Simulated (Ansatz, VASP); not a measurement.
# One calculation of SnSe, two programs

```
Sn Se
1.0
     0.00000    3.03081    3.03081
     3.03081    0.00000    3.03081
     3.03081    3.03081    0.00000
Sn Se
1 1
Cartesian
  0.0000 0.0000 0.0000
  3.0308 3.0308 3.0308
```

Alike in both runs: functional PBE; k mesh 10 × 10 × 10; occupations gaussian, width 0.02 eV; no spin polarisation.

Ansatz relaxed the structure, and its values are those at the end. VASP's run is a single point on that final structure, the one shown.

```csv
,VASP,Ansatz
version,VASP 6.6.1,Ansatz 0.2.0
potentials or method,"VASP PAW PBE potentials, release 64 (Sn_d, Se), cutoff 520 eV","scalar-relativistic, plane waves, PAW"
valence electrons in the cell,20,30
```

```csv
,VASP,Ansatz,Ansatz less VASP
gap on the k mesh at the Fermi level (eV),0.49,0.49,0.000
least direct gap on the mesh (eV),0.49,0.49,-0.001
pressure (GPa),0.0,0.0,+0.02
```

VASP's potentials hold 20 valence electrons a cell and Ansatz's 30, so a difference there can come from the potentials and not from the codes.
